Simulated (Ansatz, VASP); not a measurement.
**One calculation of SnSe2, two programs**

The input POSCAR:

```
SnSe2
1.0
    3.8110000000      0.0000000000      0.0000000000
   -1.9055000000      3.3004228138      0.0000000000
    0.0000000000      0.0000000000      6.1360000000
Sn Se
1 2
Direct
    0.0000000000      0.0000000000      0.0000000000
    0.6666666667      0.3333333333      0.7510000000
    0.3333333333      0.6666666667      0.2490000000
```

The input INCAR.step1:

```
ALGO = Normal
EDIFF = 1E-5
ENCUT = 400
GGA = PE
GGA_COMPAT = False
ISIF = 2
ISMEAR = -1
LASPH = True
LREAL = False
LWAVE = True
NBANDS = 20
NELM = 120
PREC = Accurate
SIGMA = 0.05
```

File INCAR.step2:

```
AEXX = 0.5
ALGO = Normal
EDIFF = 1E-6
ENCUT = 400
GGA = PE
GGA_COMPAT = False
HFSCREEN = 0.2078699
ISIF = 2
ISMEAR = -1
ISTART = 1
LASPH = True
LCHARG = True
LELF = True
LHFCALC = True
LREAL = False
LVHAR = True
LWAVE = False
NBANDS = 20
NELM = 120
PREC = Accurate
PRECFOCK = Normal
SIGMA = 0.05
```

Contents of KPOINTS:

```
k-points
0
Gamma
  5 5 3
```

Contents of input.yaml:

```yaml
crystal:
  lattice:
    - [3.811, 0.0, 0.0]
    - [-1.9055, 3.3004228138, 0.0]
    - [0.0, 0.0, 6.136]
  atoms:
    - { symbol: Sn, position: [0.0, 0.0, 0.0] }
    - { symbol: Se, position: [0.6666666667, 0.3333333333, 0.751] }
    - { symbol: Se, position: [0.3333333333, 0.6666666667, 0.249] }
hamiltonian:
  xc:
    exchange: pbe
    correlation: pbe
    exx: { coeff: 0.5, omega: 0.2078699 }
  pseudopotentials: { kind: paw }
kpoints:
  mp_grid: { grid: [5, 5, 3] }
scf:
  occupations: { method: fermi_dirac, width: 0.05 }
output:
  forces: true
  stress: true
  eigenvalues: true
  write_density: true
  write_potential: true
  elf: true
  volumetric_format: npy
```

Alike in both runs: task single point; functional PBE-based screened hybrid; k mesh 5 × 5 × 3; occupations fermi-dirac, width 0.05 eV; no spin polarisation.

|  | VASP | Ansatz |
| --- | --- | --- |
| version | VASP 6.6.1 | Ansatz 0.2.0 |
| potentials or method | VASP PAW PBE potentials, release 64 (Sn_d, Se) | Ansatz PAW |
| plane-wave cutoff (eV) | 400 | 420 |
| valence electrons in the cell | 26 | 46 |

|  | VASP | Ansatz | Ansatz less VASP |
| --- | --- | --- | --- |
| gap on the k mesh at the Fermi level (eV) | 2.37 | 2.35 | -0.021 |
| least direct gap on the mesh (eV) | 2.87 | 2.87 | +0.007 |
| pressure (GPa) | -0.2 | 0.2 | +0.42 |
| traceless stress, the component that is largest in VASP (GPa) | 0.89 | 0.90 | +0.017 |
| rms of the force components (eV/Å) | 0.078 | 0.052 | -0.0254 |

VASP's potentials were made for PBE, not for PBE-based screened hybrid. Atom by atom the forces differ by 0.025 eV/Å (rms over components). VASP's potentials hold 26 valence electrons a cell and Ansatz's 46, so a difference there can come from the potentials and not from the codes.

Noted on Ansatz's run: odd divisions of the mesh miss points on the zone boundary, where band edges often lie, so the gap on the mesh can be too wide.
